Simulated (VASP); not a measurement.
Wanted: the native input for a VASP 6.6.1 run.

```
Task                   : relaxation of volume and atoms at fixed shape
Functional             : LDA
Potentials or basis    : VASP PAW LDA potentials, release 64 (Pb_d, O)
Cutoff                 : 600 eV
k mesh                 : 5 × 5 × 4
Occupations            : gaussian, width 0.01 eV
Spin                   : no spin polarisation
Dipole correction      : no
Further INCAR settings : ALGO = Normal; EDIFF = 1e-07; IBRION = 2; EDIFFG = -0.03; NSW = 80; ISIF = 8
```

The structure of PbO lies in POSCAR:

```
PbO
1.0
    3.9900000000      0.0000000000      0.0000000000
    0.0000000000      3.9900000000      0.0000000000
    0.0000000000      0.0000000000      5.0100000000
Pb O
2 2
Direct
    1.0000000000      0.5000000000      0.2400000000
    0.5000000000      0.0000000000      0.7600000000
    1.0000000000      0.0000000000      0.0000000000
    0.5000000000      0.5000000000      0.0000000000
```

These files were run (other wordings do the same):

INCAR

```
SYSTEM = PbO
PREC = Accurate
ENCUT = 600
EDIFF = 1E-7
ISMEAR = 0
SIGMA = 0.01
LREAL = .False.
LASPH = .True.
NELM = 100
ALGO = Normal
ISIF = 8
LWAVE = .False.
LCHARG = .False.
IBRION = 2
NSW = 80
EDIFFG = -0.03
```

KPOINTS

```
regular mesh
0
Gamma
  5 5 4
  0 0 0
```

Potentials or basis: VASP PAW LDA potentials, release 64 (Pb_d, O).

Command:

```bash
$ cat potpaw_LDA.64/Pb_d/POTCAR potpaw_LDA.64/O/POTCAR > POTCAR
$ mpirun -np 1 vasp_std > vasp.out
```

It gave:

The relaxed volume is 19.11 Å³/atom. The relaxed cell is a = 3.934 Å, b = 3.934 Å, c = 4.939 Å, α = 90.00°, β = 90.00°, γ = 90.00°, the space group after relaxing (to 0.1 Å) is P4/nmm (No. 129) and the energy gained by relaxing is 9.0 meV/atom. The ionic steps are 6 and the pressure after relaxing is 0.1 GPa. The largest force after relaxing is 0.003 eV/Å. The band gap on the k mesh is 1.51 eV (least direct gap 2.38 eV).

Caveat: spin-orbit coupling is left out, which moves the levels of the heavy elements; an odd mesh through Γ misses points on the zone boundary, where band edges can lie.

Run time: 98 s on 1 thread of Intel(R) Xeon(R) Platinum 8259CL CPU @ 2.50GHz (Skylake/Cascade Lake), on a shared host, peak memory 0.19 GiB.
